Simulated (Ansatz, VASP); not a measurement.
Si4B in VASP and in Ansatz

```
CELL_PARAMETERS angstrom
4.15505 0.00000 0.00000
0.00000 4.15505 0.00000
0.00000 0.00000 4.15505
ATOMIC_POSITIONS crystal
Si 0.00000 0.00000 0.00000
Si 0.50000 0.50000 0.00000
Si 0.50000 0.00000 0.50000
Si 0.00000 0.50000 0.50000
B 0.50000 0.50000 0.50000
```

Change from the starting cell: species swapped into the Mn4N type (Pm-3m, No. 221).

Alike in both runs: functional PBE; k mesh 4 × 4 × 4; occupations gaussian, width 0.2 eV; no spin polarisation.

Ansatz relaxed the structure, and its values are those at the end. VASP's run is a single point on that final structure, the one shown.

```csv
,VASP,Ansatz
version,VASP 6.6.1,Ansatz 0.2.0
potentials or method,"VASP PAW PBE potentials, release 64 (Si, B), cutoff 500 eV","scalar-relativistic, plane waves, PAW"
valence electrons in the cell,19,19
```

```tsv
	VASP	Ansatz	Ansatz less VASP
gap on the k mesh at the Fermi level (eV)	none	none	-
pressure (GPa)	0.0	0.0	0.00
```

A gap of «none» marks a metal or a gap that the smearing closes.

The k mesh is coarse, so the values compare programs but aren't converged.
